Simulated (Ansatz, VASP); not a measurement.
**KYC in VASP and in Ansatz**

```
K Y C
1.0
     3.28568    0.00000    0.00000
    -1.64284    2.84548    0.00000
     0.00000    0.00000   18.00000
K Y C
1 1 1
Cartesian
  0.0000 0.0000 7.3285
  0.0000 0.0000 10.6715
  0.0000 1.8970 8.8816
```

Change from the starting cell: species swapped into a sheet of the TeWSe type.

Alike in both runs: task single point; functional PBE; k mesh 6 × 6 × 1; occupations gaussian, width 0.1 eV; no spin polarisation.

```csv
,VASP,Ansatz
version,VASP 6.6.1,Ansatz 0.2.0
potentials or method,"VASP PAW PBE potentials, release 64 (K_sv, Y_sv, C), cutoff 520 eV","scalar-relativistic, plane waves, PAW"
valence electrons in the cell,24,24
```

|  | VASP | Ansatz | Ansatz less VASP |
| --- | --- | --- | --- |
| gap on the k mesh at the Fermi level (eV) | 0.10 | 0.10 | -0.001 |
| least direct gap on the mesh (eV) | 0.10 | 0.10 | -0.001 |
| rms of the force components (eV/Å) | 1.782 | 1.757 | -0.0247 |

Atom by atom the forces differ by 0.028 eV/Å (rms over components). Ansatz's warnings: slab cell height set, structure snapped to symmetry.
